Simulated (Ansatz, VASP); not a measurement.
**One calculation of KF, two programs**

```
K F
1.0
     3.15705    0.00000    0.00000
     0.00000    3.15705    0.00000
     0.00000    0.00000    3.47275
K F
1 1
Direct
  0.00000 0.00000 0.00000
  0.50000 0.50000 0.50000
```

Alike in both runs: task single point; functional LDA; k mesh 8 × 8 × 8; occupations gaussian, width 0.05 eV; no spin polarisation.

```csv
,VASP,Ansatz
version,VASP 6.6.1,Ansatz 0.2.0
potentials or method,"VASP PAW LDA potentials, release 64 (K_sv, F), cutoff 520 eV","scalar-relativistic, plane waves, PAW"
valence electrons in the cell,16,16
```

```tsv
	VASP	Ansatz	Ansatz less VASP
gap on the k mesh at the Fermi level (eV)	5.71	5.73	+0.015
least direct gap on the mesh (eV)	5.77	5.78	+0.014
pressure (GPa)	-5.7	-5.7	-0.08
traceless stress, the component that is largest in VASP (GPa)	-5.36	-5.37	-0.003
```

LDA's correlation is that of Perdew and Zunger in VASP and of Perdew and Wang (1992) in Ansatz.
